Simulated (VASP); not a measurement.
Set up this calculation in VASP 6.6.1, as the native input.

```
Task                   : single point
Functional             : PBE
Dispersion             : D3(BJ)
Potentials or basis    : VASP PAW PBE potentials, release 64 (Si)
Cutoff                 : 400 eV
k mesh                 : 9 × 9 × 1
Occupations            : gaussian, width 0.03 eV
Spin                   : no spin polarisation
Dipole correction      : yes
Further INCAR settings : ALGO = Normal; EDIFF = 1e-06; NBANDS = 31; NELMDL = -8
```

The structure of Si lies in POSCAR:

```
Si
1.0
    3.8335631595     -0.0000000288      0.0000000000
   -1.9167815549      3.3199630975      0.0000000000
    0.0000000000      0.0000000000     27.3028494424
Si
10
Direct
    0.0000000000      0.0000000000      0.2618300201
    0.6666666667      0.3333333333      0.2849086480
    0.6666666667      0.3333333333      0.3715457620
    0.3333333333      0.6666666667      0.3995215177
    0.3333333333      0.6666666667      0.4857349414
    0.0000000000      0.0000000000      0.5142657274
    0.0000000000      0.0000000000      0.6004791232
    0.6666666667      0.3333333333      0.6284549883
    0.6666666667      0.3333333333      0.7150921460
    0.3333333333      0.6666666667      0.7381707758
```

These files were run (other wordings do the same):

INCAR

```
SYSTEM = Si
PREC = Accurate ; ENCUT = 400
EDIFF = 1E-6 ; ISMEAR = 0
SIGMA = 0.03 ; LREAL = .FALSE.
LASPH = .TRUE. ; NELM = 120
ALGO = Normal ; ISIF = 2
LWAVE = .FALSE. ; LCHARG = .FALSE.
LDIPOL = .TRUE. ; IDIPOL = 3
DIPOL = 0.5 0.5 0.500 ; GGA = PE
IVDW = 12 ; NBANDS = 31
GGA_COMPAT = .FALSE. ; NELMDL = -8
```

KPOINTS

```
regular mesh
0
G
  9 9 1
  0 0 0
```

Potentials or basis: VASP PAW PBE potentials, release 64 (Si).

The run is started by

```console
$ cat potpaw_PBE.64/Si/POTCAR > POTCAR
$ mpirun -np 1 vasp_std > vasp.out
```

It gave:

```json
{"Largest force": "0.008 eV/Å", "Band gap on the k mesh": "zero (band 20 reaches 1.74 eV, above the bottom of band 21 at 1.28 eV)", "Dispersion energy per atom": "-0.293 eV"}
```

Run time: 5.9 min on 1 thread of Intel Xeon 8259CL, on a shared host, peak memory 0.37 GiB.
